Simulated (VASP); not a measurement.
# Al3Cu (P4/mmm) in VASP: notebook

Al3Cu is run at these levels: PBEsol; tasks: single point, relaxation of shape and atoms at fixed volume, relaxation of cell and atoms.

Program: VASP 6.6.1. These are calculated values, not measurements. Logs are shortened: lines on timing, memory, paths and dates and some standing lists are left out, and cuts for length are marked.

## (1) The cell of the first run

Symmetry: P4/mmm, No. 123, tetragonal system. Conventional cell: a = 2.833 Å, b = 2.833 Å, c = 7.760 Å, α = 90.00°, β = 90.00°, γ = 90.00°. Within 3.7 Å of Al (site symmetry 4/mmm) lie 12 Al at 2.83 to 2.97 Å. Al (site symmetry 4mm) has 4 Cu at 2.62 Å and 9 Al at 2.83 to 3.38 Å within 3.5 Å. Within 3.5 Å of Cu (site symmetry 4/mmm) lie 8 Al at 2.62 Å and 4 Cu at 2.83 Å.

## (2) Single point, PBEsol (volume scaled by 1.06, then relaxed in part)

Contents of INCAR:

```
SYSTEM = Al3Cu
PREC = Accurate
ENCUT = 520
EDIFF = 1E-7
ISMEAR = 0
SIGMA = 0.1
LREAL = .FALSE.
LASPH = .TRUE.
NELM = 100
ALGO = Fast
ISIF = 2
LWAVE = .FALSE.
LCHARG = .FALSE.
GGA = PS
NBANDS = 18
```

Contents of KPOINTS:

```
Automatic mesh
0
G
  16 16 6
  0 0 0
```

Contents of POSCAR:

```
Al3Cu
1.0
    2.8328153001      0.0000000000      0.0000000000
    0.0000000000      2.8328153001      0.0000000000
    0.0000000000      0.0000000000      7.7596553608
Al Cu
3 1
Direct
    0.0000000000      0.0000000000      0.5000000000
    0.5000000000      0.5000000000      0.2177343021
    0.5000000000      0.5000000000      0.7822656979
    0.0000000000      0.0000000000      0.0000000000
```

Potentials or basis: VASP PAW PBE potentials, release 64 (Al, Cu).

Run with:

```console
$ cat potpaw_PBE.64/Al/POTCAR potpaw_PBE.64/Cu/POTCAR > POTCAR
$ mpirun -np 1 vasp_std > vasp.out
```

OUTCAR:

```text
SYSTEM = Al3Cu
   PREC = Accurate
   ENCUT = 520
   EDIFF = 1E-7
   ISMEAR = 0
   LREAL = .FALSE.
   LASPH = .TRUE.
   NELM = 100
   ISIF = 2
   GGA = PS

 ion  position               nearest neighbor table
   1  0.000  0.000  0.500-   2 2.97   3 2.97   2 2.97   3 2.97   2 2.97   3 2.97   2 2.97   3 2.97

   2  0.500  0.500  0.218-   4 2.62   4 2.62   4 2.62   4 2.62   1 2.97   1 2.97   1 2.97   1 2.97

   3  0.500  0.500  0.782-   4 2.62   4 2.62   4 2.62   4 2.62   1 2.97   1 2.97   1 2.97   1 2.97

   4  0.000  0.000  0.000-   2 2.62   3 2.62   2 2.62   3 2.62   2 2.62   3 2.62   2 2.62   3 2.62

  LATTYP: Found a simple tetragonal cell.
 ALAT       =     2.8328153001
 C/A-ratio  =     2.7392027149

  Lattice vectors:

 A1 = (   2.8328153001,   0.0000000000,   0.0000000000)
 A2 = (   0.0000000000,   2.8328153001,   0.0000000000)
 A3 = (   0.0000000000,   0.0000000000,   7.7596553608)

Analysis of symmetry for initial positions (statically):
=====================================================================
 Subroutine PRICEL returns:
 Original cell was already a primitive cell.

 Routine SETGRP: Setting up the symmetry group for a
 simple tetragonal supercell.

 Subroutine GETGRP returns: Found 16 space group operations
 (whereof 16 operations were pure point group operations)
 out of a pool of 16 trial point group operations.

The static configuration has the point symmetry D_4h.

Analysis of symmetry for dynamics (positions and initial velocities):
=====================================================================
 Subroutine PRICEL returns:
 Original cell was already a primitive cell.

 Routine SETGRP: Setting up the symmetry group for a
 simple tetragonal supercell.

 Subroutine GETGRP returns: Found 16 space group operations
 (whereof 16 operations were pure point group operations)
 out of a pool of 16 trial point group operations.

The dynamic configuration has the point symmetry D_4h.

 Subroutine INISYM returns: Found 16 space group operations
 (whereof 16 operations are pure point group operations),
 and found     1 'primitive' translations

----------------------------------------------------------------------------------------

                                     Primitive cell

  volume of cell :      62.2700

  direct lattice vectors                    reciprocal lattice vectors
     2.832815300  0.000000000  0.000000000     0.353005718  0.000000000  0.000000000
     0.000000000  2.832815300  0.000000000     0.000000000  0.353005718  0.000000000
     0.000000000  0.000000000  7.759655361     0.000000000  0.000000000  0.128871703

  length of vectors
     2.832815300  2.832815300  7.759655361     0.353005718  0.353005718  0.128871703

  position of ions in fractional coordinates (direct lattice)
     0.000000000  0.000000000  0.500000000
     0.500000000  0.500000000  0.217734302
     0.500000000  0.500000000  0.782265698
     0.000000000  0.000000000  0.000000000

  ion indices of the primitive-cell ions
   primitive index   ion index
                 1           1
                 2           2
                 3           3
                 4           4

----------------------------------------------------------------------------------------

 KPOINTS: Automatic mesh

Automatic generation of k-mesh.
 Grid dimensions read from file:
 generate k-points for:   16   16    6

 Generating k-lattice:

  Cartesian coordinates                     Fractional coordinates (reciprocal lattice)
     0.022062857  0.000000000  0.000000000     0.062500000  0.000000000  0.000000000
     0.000000000  0.022062857  0.000000000     0.000000000  0.062500000  0.000000000
     0.000000000  0.000000000  0.021478617     0.000000000  0.000000000  0.166666667

  Length of vectors
     0.022062857  0.022062857  0.021478617

  Shift w.r.t. Gamma in fractional coordinates (k-lattice)
     0.000000000  0.000000000  0.000000000

 Subroutine IBZKPT returns following result:
 ===========================================

 Found    180 irreducible k-points:

 Following reciprocal coordinates:
            Coordinates               Weight
  0.000000  0.000000  0.000000      1.000000
  0.062500  0.000000  0.000000      4.000000
  0.125000  0.000000  0.000000      4.000000
  0.187500  0.000000  0.000000      4.000000
  0.250000  0.000000  0.000000      4.000000
  0.312500  0.000000  0.000000      4.000000
[... 16 lines left out ...]
  0.437500  0.125000  0.000000      8.000000
  0.500000  0.125000  0.000000      4.000000
 [... further k-points ...]
   k-points           NKPTS =    180   k-points in BZ     NKDIM =    180   number of bands    NBANDS=     18
   number of dos      NEDOS =    301   number of ions     NIONS =      4
   total plane-waves  NPLWV =  34560
   dimension x,y,z NGX =    24 NGY =   24 NGZ =   60
   dimension x,y,z NGXF=    48 NGYF=   48 NGZF=  120
   ions per type =               3   1
   NGX,Y,Z   is equivalent  to a cutoff of  14.08, 14.08, 12.85 a.u.
   NGXF,Y,Z  is equivalent  to a cutoff of  28.17, 28.17, 25.71 a.u.
 SYSTEM =  Al3Cu
   PREC   = accura    normal or accurate (medium, high low for compatibility)
   ISTART =      0    job   : 0-new  1-cont  2-samecut
   ICHARG =      2    charge: 1-file 2-atom 10-const
   ISPIN  =      1    spin polarized calculation?
   LNONCOLLINEAR =      F non collinear calculations
   LSORBIT =      F    spin-orbit coupling
   LASPH  =      T    aspherical Exc in radial PAW
   ENCUT  =  520.0 eV  38.22 Ry    6.18 a.u.   5.27  5.27 14.43*2*pi/ulx,y,z
   NELM   =    100;   NELMIN=  2; NELMDL= -5     # of ELM steps
   EDIFF  = 0.1E-06   stopping-criterion for ELM
   LREAL  =      F    real-space projection
   EDIFFG = 0.1E-05   stopping-criterion for IOM
   NSW    =      0    number of steps for IOM
   IBRION =     -1    ionic relax: 0-MD 1-quasi-New 2-CG
   NFREE  =      0    steps in history (QN), initial steepest desc. (CG)
   ISIF   =      2    stress and relaxation
   ISYM   =      2    0-nonsym 1-usesym 2-fastsym
   POTIM  = 0.5000    time-step for ionic-motion
   TEBEG  =    0.0;   TEEND  =   0.0 temperature during run
   PSTRESS=    0.0 pullay stress
   NELECT =      20.0000    total number of electrons
   NUPDOWN=      -1.0000    fix difference up-down
   EMIN   =  10.00;   EMAX   =-10.00  energy-range for DOS
   EFERMI =   0.00;   METHOD = LEGACY
   ISMEAR =     0;   SIGMA  =   0.10  broadening in eV -4-tet -1-fermi 0-gaus
   EFERMI_NEDOS =   21; number of points for ismear=-14 and -15
   IALGO  =     68    algorithm
   IMIX   =      4    mixing-type and parameters
     AMIX     =   0.40;   BMIX     =  1.00
     AMIX_MAG =   1.60;   BMIX_MAG =  1.00
  volume/ion in A,a.u.               =      15.57       105.05
  Fermi-wavevector in a.u.,A,eV,Ry     =   1.121137  2.118641 17.101804  1.256947
  Thomas-Fermi vector in A             =   2.257788
   LORBIT       =      0    0 simple, 1 ext, 2 COOP (PROOUT), +10 PAW based schemes
   GGA     = PS    functional components
   LHFCALC =     F    Hartree Fock is set to
   AEXX    =    0.0000 exact exchange contribution
   IVDW    =     0    specifies the selected vdW correction
   LEPSILON=     F    determine dielectric tensor
   LRPA    =     F    only Hartree local field effects (RPA)
 non-spin polarized calculation
 RMM-DIIS sequential band-by-band and
 Gauss-broadening in eV      SIGMA  =   0.10
  energy-cutoff  :      520.00
  volume of cell :       62.27
 maximum number of plane-waves:      1724
 NGX is ok and might be reduce to    24
   NGX = 11   NGY = 11   NGZ = 29

 number of electron      19.9999990 magnetization

 Free energy of the ion-electron system (eV)
  ---------------------------------------------------
  ext. energy  EPLUGINS =         0.00000000
  ---------------------------------------------------
  free energy    TOTEN  =       -16.90404642 eV

  energy without entropy =      -16.89526305  energy(sigma->0) =      -16.89965473

 E-fermi :   7.7820     XC(G=0): -10.7020

 val. band max:        7.7792030486   @ k =   0.3750   0.3125   0.1667
 cond. band min:       7.7912067497   @ k =   0.3750   0.1250   0.1667
 fundamental gap:      0.0120037010
 Fermi energy:         7.7820402156

 k-point     1 :       0.0000    0.0000    0.0000
  band No.  band energies     occupation
      1      -3.0276      2.00000
      2      -0.7080      2.00000
      3      -0.4504      2.00000
      4       3.4427      2.00000
      5       3.5110      2.00000
      6       4.2446      2.00000
[... 10 lines left out ...]
     17      16.5352      0.00000
     18      16.5358      0.00000

 k-point     2 :       0.0625    0.0000    0.0000
  band No.  band energies     occupation
      1      -2.9547      2.00000
      2      -0.6422      2.00000
      3      -0.3776      2.00000
      4       3.4553      2.00000
      5       3.5317      2.00000
      6       4.2005      2.00000
[... 10 lines left out ...]
     17      16.6132      0.00000
     18      17.0640      0.00000

 k-point     3 :       0.1250    0.0000    0.0000
  band No.  band energies     occupation
      1      -2.7366      2.00000
      2      -0.4459      2.00000
      3      -0.1598      2.00000
      4       3.4879      2.00000
      5       3.5919      2.00000
      6       4.0911      2.00000
[... 10 lines left out ...]
     17      16.8456      0.00000
     18      17.4602      0.00000

 k-point     4 :       0.1875    0.0000    0.0000
  band No.  band energies     occupation
      1      -2.3745      2.00000
      2      -0.1228      2.00000
      3       0.2005      2.00000
      4       3.5305      2.00000
      5       3.6790      2.00000
      6       3.9573      2.00000
[... 375 lines left out ...]
      4       3.3602      2.00000
      5       3.6789      2.00000
      6       3.8947      2.00000
[... 10 lines left out ...]
     17      15.4699      0.00000
     18      16.5219      0.00000

 k-point    23 :       0.4375    0.1250    0.0000
  band No.  band energies     occupation
      1       0.7025      2.00000
      2       2.1945      2.00000
      3       2.6459      2.00000
      4       3.0351      2.00000
      5       3.6467      2.00000
      6       3.8746      2.00000
[... 10 lines left out ...]
     17      16.2341      0.00000
     18      16.3217      0.00000

 k-point    24 :       0.5000    0.1250    0.0000
  band No.  band energies     occupation
      1       1.6343      2.00000
      2       1.7165      2.00000
      3       2.4165      2.00000
      4       3.5301      2.00000
      5       3.6454      2.00000
      6       3.6882      2.00000
[... 10 lines left out ...]
     17      15.2751      0.00000
     18      17.2432      0.00000

 [... further k-points ...]
[... 5 lines left out ...]
  --------------------------------------------------------------------------------------
  -------------------------------------------------------------------------------------
  Total       -1.8933703     -1.8933703     -1.9094085      0.0000000      0.0000000     -0.0000000
  in kB      -48.7155019    -48.7155019    -49.1281588      0.0000000      0.0000000     -0.0000000
  external PRESSURE =     -48.8530542 kB  Pullay stress =       0.0000000 kB

 VOLUME and BASIS-vectors are now :
 -----------------------------------------------------------------------------
  energy-cutoff  :      520.00
  volume of cell :       62.27
      direct lattice vectors                 reciprocal lattice vectors
     2.832815300  0.000000000  0.000000000     0.353005718  0.000000000  0.000000000
     0.000000000  2.832815300  0.000000000     0.000000000  0.353005718  0.000000000
     0.000000000  0.000000000  7.759655361     0.000000000  0.000000000  0.128871703

 POSITION                                       TOTAL-FORCE (eV/Angst)
 -----------------------------------------------------------------------------------
      0.00000      0.00000      3.87983         0.000000      0.000000     -0.000000
      1.41641      1.41641      1.68954        -0.000000      0.000000      0.021770
      1.41641      1.41641      6.07011         0.000000     -0.000000     -0.021770
      0.00000      0.00000      0.00000         0.000000      0.000000     -0.000000
 -----------------------------------------------------------------------------------
    total drift:                                0.000000      0.000000      0.000000

  FREE ENERGIE OF THE ION-ELECTRON SYSTEM (eV)
  ---------------------------------------------------
  free  energy   TOTEN  =       -16.9040464166 eV

  energy  without entropy=      -16.8952630508  energy(sigma->0) =      -16.89965473
```

Wall time 2.9 min (1 thread of AMD EPYC 9R45 (Zen 5), shared host); peak memory 0.29 GiB.

Results:

* Free energy: -16.9040 eV
* Pressure: -4.9 GPa
* Largest force: 0.022 eV/Å
* Band gap on the k mesh: zero (band 10 reaches 11.75 eV, above the bottom of band 11 at 5.84 eV)

Forces on the atoms (eV/Å):
```
Al   0.000  0.000  0.000
Al   0.000  0.000  0.022
Al   0.000  0.000 -0.022
Cu   0.000  0.000  0.000
```

Levels at points of the mesh, in eV from the Fermi level:
| k point | band 7 | band 8 | band 9 | band 10 | band 11 | band 12 | band 13 | band 14 |
| --- | --- | --- | --- | --- | --- | --- | --- | --- |
| (0.00, 0.00, 0.00) | -3.54 | -3.18 | -1.73 | 0.33 | 6.36 | 6.36 | 6.38 | 7.82 |
| (0.50, 0.00, 0.00) | -3.61 | -3.58 | -3.44 | -2.33 | -1.94 | 2.58 | 3.67 | 3.70 |
| (0.50, 0.50, 0.00) | -2.38 | -0.41 | -0.38 | 0.14 | 0.14 | 0.55 | 0.55 | 0.86 |
| (0.00, 0.00, 0.50) | -3.54 | -3.41 | -3.18 | 3.82 | 5.29 | 6.39 | 6.95 | 6.95 |
| (0.50, 0.00, 0.50) | -3.61 | -3.44 | -2.57 | -1.08 | -0.95 | 0.07 | 0.60 | 8.19 |
| (0.50, 0.50, 0.50) | -1.78 | -1.48 | -1.48 | -0.50 | -0.42 | 0.63 | 1.30 | 3.31 |

Caveat: the cell differs from its parent crystal (volume scaled by 1.06, then relaxed in part); the PAW data sets were made with another functional, which shifts forces and pressure a little.

## (3) Relaxation of shape and atoms at fixed volume, PBEsol (volume scaled by 0.94)

Contents of INCAR:

```
SYSTEM = Al3Cu
PREC = Accurate ; ENCUT = 600
EDIFF = 1E-6 ; ISMEAR = 0
SIGMA = 0.1 ; LREAL = .False.
LASPH = .True. ; NELM = 60
ALGO = Fast ; ISIF = 4
LWAVE = .False. ; LCHARG = .False.
GGA = PS ; IBRION = 2
NSW = 50 ; EDIFFG = -0.01
```

Contents of KPOINTS:

```
Automatic mesh
0
Gamma
  16 16 6
  0 0 0
```

Contents of POSCAR:

```
Al3Cu
1.0
    2.7239221328      0.0000000000      0.0000000000
    0.0000000000      2.7239221328      0.0000000000
    0.0000000000      0.0000000000      7.4423752375
Al Cu
3 1
Direct
    0.0000000000      0.0000000000      0.5000000000
    0.5000000000      0.5000000000      0.2220810407
    0.5000000000      0.5000000000      0.7779189593
    0.0000000000      0.0000000000      0.0000000000
```

Potentials or basis: VASP PAW PBE potentials, release 64 (Al, Cu).

Run with:

```console
$ cat potpaw_PBE.64/Al/POTCAR potpaw_PBE.64/Cu/POTCAR > POTCAR
$ mpirun -np 1 vasp_std > vasp.out
```

Run time: 3 min. Hardware: 1 thread of AMD EPYC 9R45 (Zen 5), shared host; peak memory 0.29 GiB.

The run converged. Its results:

```
Free energy               : -16.8811 eV
Energy gained by relaxing : 0.3 meV/atom
Ionic steps               : 3
Pressure after relaxing   : 7.4 GPa
Band gap on the k mesh    : zero (band 10 reaches 13.50 eV, above the bottom of band 11 at 7.22 eV)
```

The path:
```csv
step,energy change (eV),largest force (eV/Å),pressure (GPa),volume (Å³)
1,0.0000,0.0953,7.32,55.22
2,-0.0007,0.0596,7.34,55.22
3,-0.0012,0.0016,7.38,55.22
```

Final structure:
```
Al Cu
1.0
     2.72520    0.00000    0.00000
     0.00000    2.72520    0.00000
     0.00000    0.00000    7.43541
Al Cu
3 1
Direct
  0.00000 0.00000 0.50000
  0.50000 0.50000 0.22372
  0.50000 0.50000 0.77628
  0.00000 0.00000 0.00000
```

Levels at points of the mesh, in eV from the Fermi level:
| k point | band 7 | band 8 | band 9 | band 10 | band 11 | band 12 | band 13 | band 14 |
| --- | --- | --- | --- | --- | --- | --- | --- | --- |
| (0.00, 0.00, 0.00) | -3.82 | -3.40 | -1.91 | 0.58 | 6.39 | 6.93 | 6.93 | 8.00 |
| (0.50, 0.00, 0.00) | -3.91 | -3.84 | -3.72 | -2.45 | -1.90 | 2.69 | 4.05 | 4.19 |
| (0.50, 0.50, 0.00) | -2.68 | -0.55 | -0.37 | 0.09 | 0.09 | 0.47 | 0.47 | 0.60 |
| (0.00, 0.00, 0.50) | -3.82 | -3.72 | -3.40 | 4.24 | 5.80 | 6.37 | 7.49 | 7.50 |
| (0.50, 0.00, 0.50) | -3.91 | -3.72 | -2.74 | -1.10 | -1.02 | 0.05 | 0.95 | 8.91 |
| (0.50, 0.50, 0.50) | -1.93 | -1.79 | -1.79 | -0.59 | -0.58 | 0.59 | 1.92 | 3.26 |

Caveat: the cell differs from its parent crystal (volume scaled by 0.94); the PAW data sets were made with another functional, which shifts forces and pressure a little.

[end of part 1 of 2]
